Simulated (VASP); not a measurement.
# TaN (Fm-3m) in VASP: single point with PBE

Aim: the single point of TaN with PBE.

All numbers are computed with VASP 6.6.1; they aren't measurements. Logs are shortened: lines on timing, memory, paths and dates and some standing lists are left out, and cuts for length are marked.

### Step 1. The cell of the first run

It takes space group Fm-3m (No. 225, cubic). Conventional cell: a = 4.358 Å, b = 4.358 Å, c = 4.358 Å, α = 90.00°, β = 90.00°, γ = 90.00°. Within 2.9 Å of Ta (site symmetry m-3m) lie 6 N at 2.18 Å. Within 2.9 Å of N (site symmetry m-3m) lie 6 Ta at 2.18 Å.

### Step 2. Single point, PBE

File INCAR:

```
SYSTEM = TaN
PREC = Accurate
ENCUT = 600
EDIFF = 1E-6
ISMEAR = -1
SIGMA = 0.1
LREAL = .FALSE.
LASPH = .TRUE.
NELM = 120
ALGO = Normal
ISIF = 2
LWAVE = .FALSE.
LCHARG = .TRUE.
GGA = PE
LELF = .TRUE.
LVHAR = .TRUE.
NBANDS = 15
GGA_COMPAT = .FALSE.
```

File KPOINTS:

```
Automatic mesh
0
G
  9 9 9
  0 0 0
```

File POSCAR:

```
TaN
1.0
    0.0000000000      2.1790000000      2.1790000000
    2.1790000000      0.0000000000      2.1790000000
    2.1790000000      2.1790000000      0.0000000000
Ta N
1 1
Direct
    0.5000000000      0.5000000000      0.5000000000
    0.0000000000      0.0000000000      0.0000000000
```

Potentials or basis: VASP PAW PBE potentials, release 64 (Ta_pv, N).

Launch:

```bash
$ cat potpaw_PBE.64/Ta_pv/POTCAR potpaw_PBE.64/N/POTCAR > POTCAR
$ mpirun -np 1 vasp_std > vasp.out
```

OUTCAR:

```text
SYSTEM = TaN
   PREC = Accurate
   ENCUT = 600
   EDIFF = 1E-6
   ISMEAR = -1
   LREAL = .FALSE.
   LASPH = .TRUE.
   NELM = 120
   ISIF = 2
   GGA = PE

 ion  position               nearest neighbor table
   1  0.500  0.500  0.500-   2 2.18   2 2.18   2 2.18   2 2.18   2 2.18   2 2.18
   2  0.000  0.000  0.000-   1 2.18   1 2.18   1 2.18   1 2.18   1 2.18   1 2.18

  LATTYP: Found a face centered cubic cell.
 ALAT       =     4.3580000000

  Lattice vectors:

 A1 = (   0.0000000000,   2.1790000000,   2.1790000000)
 A2 = (   2.1790000000,   0.0000000000,   2.1790000000)
 A3 = (   2.1790000000,   2.1790000000,   0.0000000000)

Analysis of symmetry for initial positions (statically):
=====================================================================
 Subroutine PRICEL returns:
 Original cell was already a primitive cell.

 Routine SETGRP: Setting up the symmetry group for a
 face centered cubic supercell.

 Subroutine GETGRP returns: Found 48 space group operations
 (whereof 48 operations were pure point group operations)
 out of a pool of 48 trial point group operations.

The static configuration has the point symmetry O_h .

Analysis of symmetry for dynamics (positions and initial velocities):
=====================================================================
 Subroutine PRICEL returns:
 Original cell was already a primitive cell.

 Routine SETGRP: Setting up the symmetry group for a
 face centered cubic supercell.

 Subroutine GETGRP returns: Found 48 space group operations
 (whereof 48 operations were pure point group operations)
 out of a pool of 48 trial point group operations.

The dynamic configuration has the point symmetry O_h .

 Subroutine INISYM returns: Found 48 space group operations
 (whereof 48 operations are pure point group operations),
 and found     1 'primitive' translations

----------------------------------------------------------------------------------------

                                     Primitive cell

  volume of cell :      20.6920

  direct lattice vectors                    reciprocal lattice vectors
     0.000000000  2.179000000  2.179000000    -0.229463056  0.229463056  0.229463056
     2.179000000  0.000000000  2.179000000     0.229463056 -0.229463056  0.229463056
     2.179000000  2.179000000  0.000000000     0.229463056  0.229463056 -0.229463056

  length of vectors
     3.081571352  3.081571352  3.081571352     0.397441672  0.397441672  0.397441672

  position of ions in fractional coordinates (direct lattice)
     0.500000000  0.500000000  0.500000000
     0.000000000  0.000000000  0.000000000

  ion indices of the primitive-cell ions
   primitive index   ion index
                 1           1
                 2           2

----------------------------------------------------------------------------------------

 KPOINTS: Automatic mesh

Automatic generation of k-mesh.
 Grid dimensions read from file:
 generate k-points for:    9    9    9

 Generating k-lattice:

  Cartesian coordinates                     Fractional coordinates (reciprocal lattice)
    -0.025495895  0.025495895  0.025495895     0.111111111  0.000000000  0.000000000
     0.025495895 -0.025495895  0.025495895     0.000000000  0.111111111  0.000000000
     0.025495895  0.025495895 -0.025495895     0.000000000  0.000000000  0.111111111

  Length of vectors
     0.044160186  0.044160186  0.044160186

  Shift w.r.t. Gamma in fractional coordinates (k-lattice)
     0.000000000  0.000000000  0.000000000

 Subroutine IBZKPT returns following result:
 ===========================================

 Found     35 irreducible k-points:

 Following reciprocal coordinates:
            Coordinates               Weight
  0.000000  0.000000  0.000000      1.000000
  0.111111  0.000000  0.000000      8.000000
  0.222222  0.000000  0.000000      8.000000
  0.333333  0.000000  0.000000      8.000000
  0.444444  0.000000  0.000000      8.000000
  0.111111  0.111111  0.000000      6.000000
[... 16 lines left out ...]
 -0.333333  0.333333  0.000000     12.000000
  0.444444  0.444444  0.000000      6.000000
 [... further k-points ...]
   k-points           NKPTS =     35   k-points in BZ     NKDIM =     35   number of bands    NBANDS=     15
   number of dos      NEDOS =    301   number of ions     NIONS =      2
   total plane-waves  NPLWV =  21952
   dimension x,y,z NGX =    28 NGY =   28 NGZ =   28
   dimension x,y,z NGXF=    56 NGYF=   56 NGZF=   56
   ions per type =               1   1
   NGX,Y,Z   is equivalent  to a cutoff of  15.11, 15.11, 15.11 a.u.
   NGXF,Y,Z  is equivalent  to a cutoff of  30.21, 30.21, 30.21 a.u.
 SYSTEM =  TaN
   PREC   = accura    normal or accurate (medium, high low for compatibility)
   ISTART =      0    job   : 0-new  1-cont  2-samecut
   ICHARG =      2    charge: 1-file 2-atom 10-const
   ISPIN  =      1    spin polarized calculation?
   LNONCOLLINEAR =      F non collinear calculations
   LSORBIT =      F    spin-orbit coupling
   LASPH  =      T    aspherical Exc in radial PAW
   ENCUT  =  600.0 eV  44.10 Ry    6.64 a.u.   6.15  6.15  6.15*2*pi/ulx,y,z
   NELM   =    120;   NELMIN=  2; NELMDL= -5     # of ELM steps
   EDIFF  = 0.1E-05   stopping-criterion for ELM
   LREAL  =      F    real-space projection
   EDIFFG = 0.1E-04   stopping-criterion for IOM
   NSW    =      0    number of steps for IOM
   IBRION =     -1    ionic relax: 0-MD 1-quasi-New 2-CG
   NFREE  =      0    steps in history (QN), initial steepest desc. (CG)
   ISIF   =      2    stress and relaxation
   ISYM   =      2    0-nonsym 1-usesym 2-fastsym
   POTIM  = 0.5000    time-step for ionic-motion
   TEBEG  =    0.0;   TEEND  =   0.0 temperature during run
   PSTRESS=    0.0 pullay stress
   NELECT =      16.0000    total number of electrons
   NUPDOWN=      -1.0000    fix difference up-down
   EMIN   =  10.00;   EMAX   =-10.00  energy-range for DOS
   EFERMI =   0.00;   METHOD = LEGACY
   ISMEAR =    -1;   SIGMA  =   0.10  broadening in eV -4-tet -1-fermi 0-gaus
   EFERMI_NEDOS =   21; number of points for ismear=-14 and -15
   IALGO  =     38    algorithm
   IMIX   =      4    mixing-type and parameters
     AMIX     =   0.40;   BMIX     =  1.00
     AMIX_MAG =   1.60;   BMIX_MAG =  1.00
  volume/ion in A,a.u.               =      10.35        69.82
  Fermi-wavevector in a.u.,A,eV,Ry     =   1.502615  2.839530 30.719922  2.257851
  Thomas-Fermi vector in A             =   2.613832
   LORBIT       =      0    0 simple, 1 ext, 2 COOP (PROOUT), +10 PAW based schemes
   GGA     = PE    functional components
   LHFCALC =     F    Hartree Fock is set to
   AEXX    =    0.0000 exact exchange contribution
   IVDW    =     0    specifies the selected vdW correction
   LEPSILON=     F    determine dielectric tensor
   LRPA    =     F    only Hartree local field effects (RPA)
 non-spin polarized calculation
  energy-cutoff  :      600.00
  volume of cell :       20.69
 maximum number of plane-waves:       702
 NGX is ok and might be reduce to    28
   NGX = 13   NGY = 13   NGZ = 13

 number of electron      16.0000001 magnetization

 Free energy of the ion-electron system (eV)
  ---------------------------------------------------
  ext. energy  EPLUGINS =         0.00000000
  ---------------------------------------------------
  free energy    TOTEN  =       -21.80221010 eV

  energy without entropy =      -21.77526359  energy(sigma->0) =      -21.78873684

 E-fermi :   9.7498     XC(G=0): -13.5897

 val. band max:        9.6489562589   @ k =  -0.4444   0.2222   0.1111
 cond. band min:       9.7941951598   @ k =  -0.2222   0.2222   0.0000
 fundamental gap:      0.1452389009
 Fermi energy:         9.7498127681

 k-point     1 :       0.0000    0.0000    0.0000
  band No.  band energies     occupation
      1     -25.8618      2.00000
      2     -25.8618      2.00000
      3     -25.8618      2.00000
      4      -9.2358      2.00000
      5       5.9482      2.00000
      6       5.9482      2.00000
      7       5.9482      2.00000
      8       7.6779      2.00000
      9       7.6779      2.00000
     10       7.6779      2.00000
     11       9.9310      0.28080
     12       9.9310      0.28080
     13      11.6142      0.00000
     14      19.2747      0.00000
     15      22.2898      0.00000

 k-point     2 :       0.1111    0.0000    0.0000
  band No.  band energies     occupation
      1     -25.9813      2.00000
      2     -25.8724      2.00000
      3     -25.8724      2.00000
      4      -8.9248      2.00000
      5       4.6272      2.00000
      6       5.0399      2.00000
      7       5.0399      2.00000
      8       8.1228      2.00000
      9       8.1228      2.00000
     10       8.1897      2.00000
     11      11.0739      0.00000
     12      11.0739      0.00000
     13      12.4527      0.00000
     14      20.2032      0.00000
     15      22.2894      0.00000

 k-point     3 :       0.2222    0.0000    0.0000
  band No.  band energies     occupation
      1     -26.2721      2.00000
      2     -25.8992      2.00000
      3     -25.8992      2.00000
      4      -8.0984      2.00000
      5       2.5433      2.00000
      6       3.6939      2.00000
      7       3.6939      2.00000
      8       8.8534      1.99974
      9       9.1334      1.99580
     10       9.1334      1.99580
     11      13.3196      0.00000
     12      13.3196      0.00000
     13      14.0887      0.00000
     14      22.1593      0.00000
     15      22.2977      0.00000
[... 343 lines left out ...]
 k-point    23 :      -0.3333    0.3333    0.0000
  band No.  band energies     occupation
      1     -26.4846      2.00000
      2     -26.4333      2.00000
      3     -26.0484      2.00000
      4      -6.9868      2.00000
      5       1.1755      2.00000
      6       2.9083      2.00000
      7       2.9535      2.00000
      8       8.9887      1.99901
      9      11.7954      0.00000
     10      11.8340      0.00000
     11      14.1906      0.00000
     12      16.5206      0.00000
     13      19.6811      0.00000
     14      21.3053      0.00000
     15      21.3217      0.00000

 k-point    24 :       0.4444    0.4444    0.0000
  band No.  band energies     occupation
      1     -26.6413      2.00000
      2     -26.1651      2.00000
      3     -26.1651      2.00000
      4      -7.9305      2.00000
      5       2.8979      2.00000
      6       4.2766      2.00000
      7       5.1116      2.00000
      8       5.1116      2.00000
      9      11.9890      0.00000
     10      13.5105      0.00000
     11      13.5105      0.00000
     12      14.5360      0.00000
     13      17.3382      0.00000
     14      19.2649      0.00000
     15      22.2981      0.00000

 [... further k-points ...]

------------------------ aborting loop because EDIFF is reached ----------------------------------------

  FORCE on cell =-STRESS in cart. coord.  units (eV):
  Direction    XX          YY          ZZ          XY          YZ          ZX
  --------------------------------------------------------------------------------------
  -------------------------------------------------------------------------------------
  Total        2.0019742      2.0019742      2.0019742      0.0000000      0.0000000      0.0000000
  in kB      155.0127338    155.0127338    155.0127338      0.0000000      0.0000000      0.0000000
  external PRESSURE =     155.0127338 kB  Pullay stress =       0.0000000 kB

 VOLUME and BASIS-vectors are now :
 -----------------------------------------------------------------------------
  energy-cutoff  :      600.00
  volume of cell :       20.69
      direct lattice vectors                 reciprocal lattice vectors
     0.000000000  2.179000000  2.179000000    -0.229463056  0.229463056  0.229463056
     2.179000000  0.000000000  2.179000000     0.229463056 -0.229463056  0.229463056
     2.179000000  2.179000000  0.000000000     0.229463056  0.229463056 -0.229463056

 POSITION                                       TOTAL-FORCE (eV/Angst)
 -----------------------------------------------------------------------------------
      2.17900      2.17900      2.17900         0.000000     -0.000000      0.000000
      0.00000      0.00000      0.00000        -0.000000      0.000000     -0.000000
 -----------------------------------------------------------------------------------
    total drift:                                0.000000      0.000000      0.000000

  FREE ENERGIE OF THE ION-ELECTRON SYSTEM (eV)
  ---------------------------------------------------
  free  energy   TOTEN  =       -21.8022101029 eV

  energy  without entropy=      -21.7752635854  energy(sigma->0) =      -21.78873684
```

Wall time 14 s (1 thread of Intel Xeon Platinum 8488C (Sapphire Rapids), shared host); peak memory 0.17 GiB.

Results:

```yaml
Free_energy: -21.8022 eV
Pressure: 15.5 GPa
Band_gap_on_the_k_mesh: zero (band 8 reaches 11.47 eV, above the bottom of band 9 at 7.68 eV)
```

Caveat: spin-orbit coupling is left out, which moves the levels of the heavy elements.
